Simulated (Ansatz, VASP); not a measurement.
Hf2SnTe2 in VASP and in Ansatz

```
Hf Sn Te
1.0
    -2.55950    2.55950    5.32373
     2.55950   -2.55950    5.32373
     2.55950    2.55950   -5.32373
Hf Sn Te
2 1 2
Direct
  0.75000 0.25000 0.50000
  0.25000 0.75000 0.50000
  0.00000 0.00000 0.00000
  0.35672 0.35672 0.00000
  0.64328 0.64328 0.00000
```

Change from the starting cell: species swapped into the PrNi2P2 type (I4/mmm, No. 139).

Alike in both runs: functional PBE; k mesh 6 × 6 × 6; occupations gaussian, width 0.1 eV; no spin polarisation.

Ansatz relaxed the structure, and its values are those at the end. VASP's run is a single point on that final structure, the one shown.

|  | VASP | Ansatz |
| --- | --- | --- |
| version | VASP 6.6.1 | Ansatz 0.2.0 |
| potentials or method | VASP PAW PBE potentials, release 64 (Hf_pv, Sn_d, Te), cutoff 520 eV | scalar-relativistic, plane waves, PAW |
| valence electrons in the cell | 46 | 98 |

|  | VASP | Ansatz | Ansatz less VASP |
| --- | --- | --- | --- |
| gap on the k mesh at the Fermi level (eV) | none | none | - |
| pressure (GPa) | 0.0 | 0.2 | +0.20 |
| rms of the force components (eV/Å) | 0.017 | 0.011 | -0.0069 |

A gap of «none» marks a metal or a gap that the smearing closes. VASP's potentials hold 46 valence electrons a cell and Ansatz's 98, so a difference there can come from the potentials and not from the codes.

Neither program's run includes spin-orbit coupling.
